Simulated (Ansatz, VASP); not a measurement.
**KMgF3: VASP beside Ansatz**

```
CELL_PARAMETERS angstrom
4.05419 0.00000 0.00000
0.00000 4.05419 0.00000
0.00000 0.00000 4.05419
ATOMIC_POSITIONS crystal
K 0.50000 0.50000 0.50000
Mg 0.00000 0.00000 0.00000
F 0.50000 0.00000 0.00000
F 0.00000 0.50000 0.00000
F 0.00000 0.00000 0.50000
```

Alike in both runs: task relaxation of cell and atoms; functional PBE; dispersion D3(BJ); k mesh 6 × 6 × 6; occupations gaussian, width 0.02 eV; no spin polarisation.

|  | VASP | Ansatz |
| --- | --- | --- |
| version | VASP 6.6.1 | Ansatz 0.2.0 |
| potentials or method | VASP PAW PBE potentials, release 64 (K_sv, Mg, F), cutoff 600 eV | scalar-relativistic, plane waves, PAW |
| valence electrons in the cell | 32 | 40 |

|  | VASP | Ansatz | Ansatz less VASP |
| --- | --- | --- | --- |
| gap on the k mesh at the Fermi level, each at its own relaxed structure (eV) | 7.19 | 7.16 | -0.031 |
| relaxed volume (Å³/atom) | 12.86 | 12.96 | +0.104 |
| relaxed cell length with the largest relative difference (Å) | 4.006 | 4.017 | +0.0108 |

VASP's potentials hold 32 valence electrons a cell and Ansatz's 40, so a difference there can come from the potentials and not from the codes.
